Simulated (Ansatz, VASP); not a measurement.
SnH: VASP beside Ansatz

INCAR

```
SYSTEM = SnH
PREC = Accurate
ENCUT = 600
EDIFF = 1E-6
ISMEAR = 0
SIGMA = 0.1
LREAL = .False.
LASPH = .True.
NELM = 80
ALGO = Normal
ISIF = 3
LWAVE = .False.
LCHARG = .False.
GGA = PE
IBRION = 2
NSW = 100
EDIFFG = -0.01
```

Contents of KPOINTS:

```
Automatic mesh
0
Gamma
  18 18 18
  0 0 0
```

The input POSCAR:

```
SnH
1.0
    3.1444032814      0.0000000000      0.0000000000
    0.0000000000      3.1444032814      0.0000000000
    0.0000000000      0.0000000000      3.1444032814
Sn H
1 1
Direct
    0.0000000000      0.0000000000      0.0000000000
    0.5000000000      0.5000000000      0.5000000000
```

Input for Ansatz:

```yaml
crystal:
  lattice:
    - [3.1444032814, 0.0, 0.0]
    - [0.0, 3.1444032814, 0.0]
    - [0.0, 0.0, 3.1444032814]
  atoms:
    - { symbol: Sn, position: [0.0, 0.0, 0.0] }
    - { symbol: H, position: [0.5, 0.5, 0.5] }
basis:
  ecutwfc: 420
kpoints:
  mp_grid: { grid: [18, 18, 18] }
hamiltonian:
  xc: pbe
scf:
  occupations: { method: gaussian, width: 0.1 }
output:
  forces: true
  stress: true
  eigenvalues: true
  write_density: true
  write_potential: true
  elf: true
  volumetric_format: npy
relax:
  adjacent_minimum: "off"
  f_tol: 0.01
  max_steps: 80
  cell: { stress_tol: 0.05 }
```

Alike in both runs: task relaxation of cell and atoms; functional PBE; k mesh 18 × 18 × 18; occupations gaussian, width 0.1 eV; no spin polarisation.

|  | VASP | Ansatz |
| --- | --- | --- |
| version | VASP 6.6.1 | Ansatz 0.2.0 |
| potentials or method | VASP PAW PBE potentials, release 64 (Sn_d, H), cutoff 600 eV | scalar-relativistic, plane waves, PAW |
| valence electrons in the cell | 15 | 15 |

```csv
,VASP,Ansatz,Ansatz less VASP
"gap on the k mesh at the Fermi level, each at its own relaxed structure (eV)",none,none,-
relaxed volume (Å³/atom),15.35,15.36,+0.012
relaxed length of the cell vector where the two differ most in proportion (Å),3.131,3.132,+0.0008
```

A gap of «none» marks a metal or a gap that the smearing closes.
